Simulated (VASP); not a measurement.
**Au: single point with PBE**

Au:

```
CELL_PARAMETERS angstrom
2.43554 1.40616 1.76373
-2.43554 1.40616 1.76373
0.00000 -2.81232 1.76373
ATOMIC_POSITIONS crystal
Au 0.30922 0.30922 0.30922
Au 0.69078 0.69078 0.69078
```

- Program: VASP 6.6.1
- Task: single point
- Functional: PBE
- Potentials or basis: VASP PAW PBE potentials, release 64 (Au_sv_GW)
- Cutoff: 540 eV
- k mesh: 6 × 6 × 6
- Occupations: gaussian, width 0.1 eV
- Spin: no spin polarisation
- Dipole correction: no
- Further INCAR settings: ALGO = Normal; EDIFF = 1e-06; NBANDS = 26

* Pressure: 67.1 GPa
* Largest force: 23.128 eV/Å
* Band gap on the k mesh: zero (bands 19 and 20 overlap by 3.49 eV)

Forces in eV/Å, atoms in the order of the input:
```
Au    0.000   0.000 -23.128
Au    0.000   0.000  23.128
```

Stress tensor (GPa, compression positive):
```
  1.61   0.00   0.00
  0.00   1.61   0.00
  0.00   0.00 198.17
```

Levels at points of the mesh, in eV from the Fermi level:
| k point | band 15 | band 16 | band 17 | band 18 | band 19 | band 20 | band 21 | band 22 | band 23 | band 24 |
| --- | --- | --- | --- | --- | --- | --- | --- | --- | --- | --- |
| (0.00, 0.00, 0.00) | -2.77 | -2.77 | -2.16 | -2.16 | -0.07 | 7.06 | 7.77 | 7.77 | 8.75 | 13.48 |
| (0.50, 0.00, 0.00) | -3.17 | -3.17 | -3.13 | -1.73 | -1.16 | -0.88 | 10.68 | 11.33 | 11.49 | 11.67 |
| (0.50, 0.50, 0.00) | -2.69 | -2.44 | -1.49 | -1.30 | -0.76 | 0.18 | 2.97 | 3.88 | 11.54 | 13.04 |
| (0.50, 0.50, 0.50) | -3.70 | -3.70 | -1.99 | -1.99 | 2.61 | 3.07 | 4.83 | 4.94 | 4.94 | 8.30 |

Run time: 20 s on 1 thread of Intel(R) Xeon(R) Platinum 8559C (Emerald Rapids), with other jobs on the host, peak memory 0.17 GiB.

Caveat: the stress differs along the axes, from 2 to 198 GPa; spin-orbit coupling is left out, which moves the levels of the heavy elements; forces of over 1 eV/Å act on the atoms, so gaps and moduli don't describe the material at rest.
